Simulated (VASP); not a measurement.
Here is a VASP 6.6.1 calculation.

Contents of INCAR:

```
SYSTEM = LiSi2N2
PREC = Accurate ; ENCUT = 520
EDIFF = 1E-7 ; ISMEAR = 0
SIGMA = 0.1 ; LREAL = .False.
LASPH = .True. ; NELM = 60
ALGO = Normal ; ISIF = 2
LWAVE = .False. ; LCHARG = .True.
GGA = PE ; LELF = .True.
LVHAR = .True. ; NBANDS = 18
```

Contents of KPOINTS:

```
Automatic mesh
0
Gamma
  12 12 4
  0 0 0
```

File POSCAR:

```
LiSi2N2
1.0
    2.8948470941      0.0000000000      0.0000000000
   -1.4474235470      2.5070111236      0.0000000000
    0.0000000000      0.0000000000      9.4593870374
Li Si N
1 2 2
Direct
    0.0000000000      0.0000000000      0.0000000000
    0.3333333333      0.6666666667      0.2451940943
    0.6666666667      0.3333333333      0.7548059057
    0.3333333333      0.6666666667      0.6903977699
    0.6666666667      0.3333333333      0.3096022301
```

Potentials or basis: VASP PAW PBE potentials, release 64 (Li_sv, Si, N).

Launch:

```sh
$ cat potpaw_PBE.64/Li_sv/POTCAR potpaw_PBE.64/Si/POTCAR potpaw_PBE.64/N/POTCAR > POTCAR
$ mpirun -np 1 vasp_std > vasp.out
```

Question: What does it give for the largest force?

Answer: 0.021 eV/Å.

Forces on the atoms (eV/Å):
```
Li   0.000  0.000  0.000
Si   0.000  0.000  0.018
Si   0.000  0.000 -0.018
N    0.000  0.000  0.021
N    0.000  0.000 -0.021
```
